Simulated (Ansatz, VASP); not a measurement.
## Two plane-wave programs on Al2Cu

The input INCAR:

```
PREC = Accurate
ENCUT = 520
EDIFF = 1E-6
ISMEAR = 0
SIGMA = 0.15
LREAL = F
LASPH = T
NELM = 60
ALGO = Fast
ISIF = 2
LWAVE = F
LCHARG = F
NBANDS = 16
```

The input KPOINTS:

```
regular mesh
0
Gamma
  10 10 14
```

POSCAR

```
Al2Cu
1.0
    4.3252000000      0.0000000000      0.0000000000
    0.0000000000      4.3252000000      0.0000000000
    0.0000000000      0.0000000000      3.0471000000
Al Cu
2 1
Direct
    0.5000000000      0.0000000000      0.5000000000
    0.0000000000      0.5000000000      0.5000000000
    0.0000000000      0.0000000000      0.0000000000
```

Input for Ansatz:

```yaml
crystal:
  lattice:
    - [4.3252, 0.0, 0.0]
    - [0.0, 4.3252, 0.0]
    - [0.0, 0.0, 3.0471]
  atoms:
    - { symbol: Al, position: [0.5, 0.0, 0.5] }
    - { symbol: Al, position: [0.0, 0.5, 0.5] }
    - { symbol: Cu, position: [0.0, 0.0, 0.0] }
basis:
  ecutwfc: 520.0
kpoints:
  mp_grid: { grid: [10, 10, 14] }
hamiltonian:
  xc: lda
  pseudopotentials: { kind: paw, azcp: { folder: soft_1 } }
scf:
  occupations: { method: gaussian, width: 0.15 }
output:
  forces: true
  stress: true
  eigenvalues: true
```

Alike in both runs: task single point; functional LDA; k mesh 10 × 10 × 14; occupations gaussian, width 0.15 eV; no spin polarisation.

|  | VASP | Ansatz |
| --- | --- | --- |
| version | VASP 6.6.1 | Ansatz 0.2.0 |
| potentials or method | VASP PAW LDA potentials, release 64 (Al, Cu), cutoff 520 eV | scalar-relativistic, plane waves, PAW |
| valence electrons in the cell | 17 | 25 |

```tsv
	VASP	Ansatz	Ansatz less VASP
gap on the k mesh at the Fermi level (eV)	none	none	-
pressure (GPa)	-13.1	-13.3	-0.25
traceless stress, the component that is largest in VASP (GPa)	-0.69	-0.67	+0.018
```

Ansatz warns that its potentials were made for another functional, while VASP's fit it. LDA's correlation is that of Perdew and Zunger in VASP and of Perdew and Wang (1992) in Ansatz. A gap of «none» marks a metal or a gap that the smearing closes. VASP's potentials hold 17 valence electrons a cell and Ansatz's 25, so a difference there can come from the potentials and not from the codes.
